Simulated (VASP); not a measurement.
Input of a VASP 6.6.1 run:

INCAR

```
SYSTEM = BaS
ALGO = Normal
EDIFF = 1E-6
ENCUT = 520
GGA = PE
GGA_COMPAT = .FALSE.
ISIF = 2
ISMEAR = -1
LASPH = .TRUE.
LCHARG = .TRUE.
LORBIT = 11
LORBMOM = .TRUE.
LREAL = .FALSE.
LSORBIT = .TRUE.
LVHAR = .TRUE.
LWAVE = .FALSE.
MAGMOM = 0 0 0 0 0 0 0 0 0 0 0 0
NBANDS = 46
NELM = 150
PREC = Accurate
SIGMA = 0.03
```

File KPOINTS:

```
k-points
0
G
  8 8 5
  0 0 0
```

File POSCAR:

```
BaS
1.0
    5.3802564688      0.0000000000      0.0000000000
   -2.6901282344      4.6594387808      0.0000000000
    0.0000000000      0.0000000000      6.3828911962
Ba S
2 2
Direct
    0.3333333333      0.6666666667     -0.0620012758
    0.6666666667      0.3333333333      0.4379987242
    0.3333333333      0.6666666667      0.4380012758
    0.6666666667      0.3333333333      0.9380012758
```

Potentials or basis: VASP PAW PBE potentials, release 64 (Ba_sv, S).

Command:

```bash
$ cat potpaw_PBE.64/Ba_sv/POTCAR potpaw_PBE.64/S/POTCAR > POTCAR
$ mpirun -np 1 vasp_ncl > vasp.out
```

Problem. Predict the net moment.

Solution. 0.00 μB per cell.

Problem. Predict the pressure.

Solution. 0.5 GPa.

Stress tensor (GPa, compression positive):
```
0.42 0.00 0.00
0.00 0.42 0.00
0.00 0.00 0.51
```
